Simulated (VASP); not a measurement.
# Pd in VASP: notebook, part 2 of 3

VASP 6.6.1.

### 3 Electric field gradients, PBE (equal xy, yz and zx shear strains of -3 %)

INCAR reads:

```
PREC = Accurate ; ENCUT = 520
EDIFF = 1E-8 ; ISMEAR = -1
SIGMA = 0.05 ; LREAL = False
LASPH = True ; NELM = 80
ALGO = Normal ; ISIF = 2
LWAVE = False ; LCHARG = False
GGA = PE ; LEFG = True
NBANDS = 11
```

KPOINTS reads:

```
Automatic mesh
0
Gamma
  18 18 18
```

POSCAR reads:

```
Pd
1.0
   -0.0583470000      1.9157265000      1.9157265000
    1.9157265000     -0.0583470000      1.9157265000
    1.9157265000      1.9157265000     -0.0583470000
Pd
1
Direct
    0.0000000000      0.0000000000      0.0000000000
```

Potentials or basis: VASP PAW PBE potentials, release 64 (Pd).

On the command line:

```console
> cat potpaw_PBE.64/Pd/POTCAR > POTCAR
> mpirun -np 1 vasp_std > vasp.out
```

OUTCAR:

```text
PREC = Accurate
   ENCUT = 520
   EDIFF = 1E-8
   ISMEAR = -1
   LREAL = False
   LASPH = True
   NELM = 80
   ISIF = 2
   GGA = PE

 ion  position               nearest neighbor table
   1  0.000  0.000  0.000-

  LATTYP: Found a trigonal (rhomboedric) cell.
 ALAT       =     2.7098746130
 COS(alpha) =     0.4693254694

  Lattice vectors:

 A1 = (  -0.0583470000,   1.9157265000,   1.9157265000)
 A2 = (   1.9157265000,  -0.0583470000,   1.9157265000)
 A3 = (   1.9157265000,   1.9157265000,  -0.0583470000)

Analysis of symmetry for initial positions (statically):
=====================================================================
 Subroutine PRICEL returns:
 Original cell was already a primitive cell.

 Routine SETGRP: Setting up the symmetry group for a
 trigonal (rhombohedral) supercell.

 Subroutine GETGRP returns: Found 12 space group operations
 (whereof 12 operations were pure point group operations)
 out of a pool of 12 trial point group operations.

The static configuration has the point symmetry D_3d.

Analysis of symmetry for dynamics (positions and initial velocities):
=====================================================================
 Subroutine PRICEL returns:
 Original cell was already a primitive cell.

 Routine SETGRP: Setting up the symmetry group for a
 trigonal (rhombohedral) supercell.

 Subroutine GETGRP returns: Found 12 space group operations
 (whereof 12 operations were pure point group operations)
 out of a pool of 12 trial point group operations.

The dynamic configuration has the point symmetry D_3d.

 Subroutine INISYM returns: Found 12 space group operations
 (whereof 12 operations are pure point group operations),
 and found     1 'primitive' translations

----------------------------------------------------------------------------------------

                                     Primitive cell

  volume of cell :      14.7037

  direct lattice vectors                    reciprocal lattice vectors
    -0.058347000  1.915726500  1.915726500    -0.249366622  0.257200129  0.257200129
     1.915726500 -0.058347000  1.915726500     0.257200129 -0.249366622  0.257200129
     1.915726500  1.915726500 -0.058347000     0.257200129  0.257200129 -0.249366622

  length of vectors
     2.709874613  2.709874613  2.709874613     0.441007398  0.441007398  0.441007398

  position of ions in fractional coordinates (direct lattice)
     0.000000000  0.000000000  0.000000000

  ion indices of the primitive-cell ions
   primitive index   ion index
                 1           1

----------------------------------------------------------------------------------------

 KPOINTS: Automatic mesh

Automatic generation of k-mesh.
 Grid dimensions read from file:
 generate k-points for:   18   18   18

 Generating k-lattice:

  Cartesian coordinates                     Fractional coordinates (reciprocal lattice)
    -0.013853701  0.014288896  0.014288896     0.055555556  0.000000000  0.000000000
     0.014288896 -0.013853701  0.014288896     0.000000000  0.055555556  0.000000000
     0.014288896  0.014288896 -0.013853701     0.000000000  0.000000000  0.055555556

[... 71 lines left out ...]
   ISMEAR =    -1;   SIGMA  =   0.05  broadening in eV -4-tet -1-fermi 0-gaus
   EFERMI_NEDOS =   21; number of points for ismear=-14 and -15
   IALGO  =     38    algorithm
   IMIX   =      4    mixing-type and parameters
     AMIX     =   0.40;   BMIX     =  1.00
     AMIX_MAG =   1.60;   BMIX_MAG =  1.00
  volume/ion in A,a.u.               =      14.70        99.23
  Fermi-wavevector in a.u.,A,eV,Ry     =   1.439681  2.720603 28.200544  2.072681
  Thomas-Fermi vector in A             =   2.558510
   LORBIT       =      0    0 simple, 1 ext, 2 COOP (PROOUT), +10 PAW based schemes
   GGA     = PE    functional components
   LHFCALC =     F    Hartree Fock is set to
   AEXX    =    0.0000 exact exchange contribution
   IVDW    =     0    specifies the selected vdW correction
   LEPSILON=     F    determine dielectric tensor
   LRPA    =     F    only Hartree local field effects (RPA)
 non-spin polarized calculation
  energy-cutoff  :      520.00
  volume of cell :       14.70
 maximum number of plane-waves:       410
   NGX = 11   NGY = 11   NGZ = 11

 number of electron      10.0000000 magnetization

 number of electron       9.9999998 magnetization

 Free energy of the ion-electron system (eV)
  ---------------------------------------------------
  ext. energy  EPLUGINS =         0.00000000
  ---------------------------------------------------
  free energy    TOTEN  =        -5.20649671 eV

  energy without entropy =       -5.18973423  energy(sigma->0) =       -5.19811547

 E-fermi :   9.8413     XC(G=0): -13.2029

 val. band max:        9.8412613623   @ k =  -0.0556   0.5000   0.0556
 cond. band min:       9.8413816193   @ k =  -0.3333   0.0556   0.0556
 fundamental gap:      0.0001202570
 Fermi energy:         9.8413049919

 k-point     1 :       0.0000    0.0000    0.0000
  band No.  band energies     occupation
      1       2.6741      2.00000
      2       6.8118      2.00000
      3       6.8118      2.00000
      4       7.2678      2.00000
      5       8.6299      2.00000
      6       8.6299      2.00000
      7      26.9886      0.00000
      8      31.3475      0.00000
      9      31.3475      0.00000
     10      32.8964      0.00000
     11      36.0439      0.00000
[... 309 lines left out ...]
 k-point    24 :      -0.2222    0.0556   -0.0000
  band No.  band energies     occupation
      1       4.3385      2.00000
      2       6.6974      2.00000
      3       7.0553      2.00000
      4       7.5642      2.00000
      5       8.5574      2.00000
      6       9.0459      2.00000
      7      24.5002      0.00000
      8      28.0165      0.00000
      9      32.0531      0.00000
     10      34.3819      0.00000
     11      35.4228      0.00000

 [... further k-points ...]

------------------------ aborting loop because EDIFF is reached ----------------------------------------

  FORCE on cell =-STRESS in cart. coord.  units (eV):
  Direction    XX          YY          ZZ          XY          YZ          ZX
  --------------------------------------------------------------------------------------
  -------------------------------------------------------------------------------------
  Total        0.7150393      0.7150393      0.7150393      0.2167358      0.2167358      0.2167358
  in kB       77.9138861     77.9138861     77.9138861     23.6165008     23.6165008     23.6165008
  external PRESSURE =      77.9138861 kB  Pullay stress =       0.0000000 kB

 VOLUME and BASIS-vectors are now :
 -----------------------------------------------------------------------------
  energy-cutoff  :      520.00
  volume of cell :       14.70
      direct lattice vectors                 reciprocal lattice vectors
    -0.058347000  1.915726500  1.915726500    -0.249366622  0.257200129  0.257200129
     1.915726500 -0.058347000  1.915726500     0.257200129 -0.249366622  0.257200129
     1.915726500  1.915726500 -0.058347000     0.257200129  0.257200129 -0.249366622

 POSITION                                       TOTAL-FORCE (eV/Angst)
 -----------------------------------------------------------------------------------
      0.00000      0.00000      0.00000         0.000000      0.000000      0.000000
 -----------------------------------------------------------------------------------
    total drift:                                0.000000      0.000000      0.000000

  FREE ENERGIE OF THE ION-ELECTRON SYSTEM (eV)
  ---------------------------------------------------
  free  energy   TOTEN  =        -5.2064967134 eV

  energy  without entropy=       -5.1897342255  energy(sigma->0) =       -5.19811547

 Electric field gradients (V/A^2)
---------------------------------------------------------------------
 ion       V_xx      V_yy      V_zz      V_xy      V_xz      V_yz
---------------------------------------------------------------------
   1      -0.000    -0.000     0.000     3.275     3.275     3.275
---------------------------------------------------------------------

 Electric field gradients after diagonalization (V/A^2)
 (convention: |V_zz| > |V_xx| > |V_yy|)
----------------------------------------------------------------------
 ion       V_xx      V_yy      V_zz     asymmetry (V_yy - V_xx)/ V_zz
----------------------------------------------------------------------
   1      -3.275    -3.275     6.549       0.000
----------------------------------------------------------------------

           NMR quadrupolar parameters

 Cq : quadrupolar parameter    Cq=e*Q*V_zz/h
 eta: asymmetry parameters     (V_yy - V_xx)/ V_zz
 Q  : nuclear electric quadrupole moment in mb (millibarn)
----------------------------------------------------------------------
 ion       Cq(MHz)       eta       Q (mb)
----------------------------------------------------------------------
   1       0.016       0.000       1.000
----------------------------------------------------------------------
```

OSZICAR:

```text
N       E                     dE             d eps       ncg     rms          rms(c)
DAV:   1     0.427879779106E+02    0.42788E+02   -0.51597E+03 12816   0.853E+02
DAV:   2    -0.492382259210E+01   -0.47712E+02   -0.46250E+02 14389   0.183E+02
DAV:   3    -0.548331213230E+01   -0.55949E+00   -0.55722E+00 15354   0.211E+01
DAV:   4    -0.548579715180E+01   -0.24850E-02   -0.24847E-02 15536   0.149E+00
DAV:   5    -0.548582351028E+01   -0.26358E-04   -0.26359E-04 16922   0.138E-01    0.785E+00
DAV:   6    -0.522077748162E+01    0.26505E+00   -0.10720E+00 15760   0.842E+00    0.386E+00
DAV:   7    -0.521023307770E+01    0.10544E-01   -0.23972E-02 16623   0.103E+00    0.198E+00
DAV:   8    -0.520651418320E+01    0.37189E-02   -0.13527E-03 15913   0.320E-01    0.851E-02
DAV:   9    -0.520649382995E+01    0.20353E-04   -0.14187E-04 16310   0.101E-01    0.324E-02
DAV:  10    -0.520649794563E+01   -0.41157E-05   -0.15277E-05 15768   0.344E-02    0.130E-02
DAV:  11    -0.520649647549E+01    0.14701E-05   -0.51964E-07 16708   0.721E-03    0.357E-03
DAV:  12    -0.520649671280E+01   -0.23732E-06   -0.10471E-08 14525   0.754E-04    0.126E-04
DAV:  13    -0.520649671337E+01   -0.56866E-09   -0.63888E-10 10769   0.248E-04
   1 F= -.52064967E+01 E0= -.51981155E+01  d E =-.167625E-01
```

stdout:

```text
POSCAR found type information on POSCAR Pd
 POSCAR found :  1 types and       1 ions
 scaLAPACK will be used
 LDA part: xc-table for (Slater+PW92), standard interpolation
 POSCAR, INCAR and KPOINTS ok, starting setup
 FFT: planning ... GRIDC
 FFT: planning ... GRID_SOFT
 FFT: planning ... GRID
 WAVECAR not read
 entering main loop
ion   1
```

Wall time 2.3 min (1 thread of Intel Xeon 8259CL, shared host); peak memory 0.2 GiB.

Results:

| Property | Result |
| --- | --- |
| Free energy | -5.2065 eV |
| Pressure | 7.8 GPa |
| Band gap on the k mesh | zero (bands 5 and 6 overlap by 1.75 eV) |
| Largest electric field gradient by atom | Pd +6.5 V/Å² |

Stress tensor (GPa, compression positive):
```
7.79 2.36 2.36
2.36 7.79 2.36
2.36 2.36 7.79
```

Electric field gradients, principal values (V/Å²):
```
atom   least  middle  greatest (by size)
1 Pd  -3.275  -3.275               6.549
```

Caveat: the cell differs from its parent crystal (equal xy, yz and zx shear strains of -3 %); the cell stands under pressure; without QUAD_EFG the Cq values of the log hold for a quadrupole moment of 1 mb, not for the nuclei.

(Part 2 of 3 ends here.)
